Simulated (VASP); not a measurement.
Write the native input for VASP 6.6.1 that does the following.

```yaml
Task: single point
Functional: PBE
Potentials_or_basis: VASP PAW PBE potentials, release 64 (Cs_sv, Be)
Cutoff: 520 eV
k_mesh: 4 × 4 × 4
Occupations: gaussian, width 0.1 eV
Spin: no spin polarisation
Dipole_correction: no
Further_INCAR_settings: ALGO = Normal; EDIFF = 1e-06; NBANDS = 16
```

The structure of CsBe3 lies in POSCAR:

```
CsBe3
1.0
    4.5819976521      0.0000000000      0.0000000000
    0.0000000000      4.5819976521      0.0000000000
    0.0000000000      0.0000000000      4.5819976521
Cs Be
1 3
Direct
    0.0000000000      0.0000000000      0.0000000000
    0.0000000000      0.5000000000      0.5000000000
    0.5000000000      0.0000000000      0.5000000000
    0.5000000000      0.5000000000      0.0000000000
```

One way to write it, as run:

INCAR

```
SYSTEM = CsBe3
ALGO = Normal
EDIFF = 1E-6
ENCUT = 520
GGA = PE
ISIF = 2
ISMEAR = 0
LASPH = .TRUE.
LCHARG = .FALSE.
LREAL = .FALSE.
LWAVE = .FALSE.
NBANDS = 16
NELM = 80
PREC = Accurate
SIGMA = 0.1
```

KPOINTS

```
k-points
0
G
  4 4 4
  0 0 0
```

Potentials or basis: VASP PAW PBE potentials, release 64 (Cs_sv, Be).

Run with:

```console
$ cat potpaw_PBE.64/Cs_sv/POTCAR potpaw_PBE.64/Be/POTCAR > POTCAR
$ mpirun -np 1 vasp_std > vasp.out
```

It gave:

- Pressure: 0.4 GPa
- Band gap on the k mesh: zero (an odd number of electrons rules out a gap without spin polarisation)

Caveat: spin-orbit coupling is left out, which moves the levels of the heavy elements.

It took 11 s on 1 thread of Intel(R) Xeon(R) Platinum 8259CL CPU @ 2.50GHz (Skylake/Cascade Lake), with other jobs on the host, peak memory 0.2 GiB.
